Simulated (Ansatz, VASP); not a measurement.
## One calculation of CaS, two programs

```xyz
2
Lattice="2.8479 2.8479 0.0000 -2.8479 2.8479 0.0000 0.0000 2.8479 2.8479" Properties=species:S:1:pos:R:3 pbc="T T T"
Ca    0.0000    0.0000    0.0000
S     0.0000    2.8479    0.0000
```

Change from the starting cell: unstrained.

Alike in both runs: task single point; functional r2SCAN; k mesh 8 × 8 × 8; no spin polarisation.

|  | VASP | Ansatz |
| --- | --- | --- |
| version | VASP 6.6.1 | Ansatz 0.2.0 |
| potentials or method | VASP PAW PBE potentials, release 64 (Ca_sv, S) | PAW with Ansatz's default frozen-core files, scalar-relativistic |
| plane-wave cutoff (eV) | 550 | 500 |
| occupations | gaussian, width 0.01 eV | fixed |
| valence electrons in the cell | 16 | 16 |

VASP gave:

* gap on the k mesh at the Fermi level (eV): 2.80
* pressure (GPa): 0.3

Q: Estimate Ansatz's values.

A: gap on the k mesh at the Fermi level (eV): 2.80; pressure (GPa): 0.0.

VASP's potentials were made for PBE, not for r2SCAN.
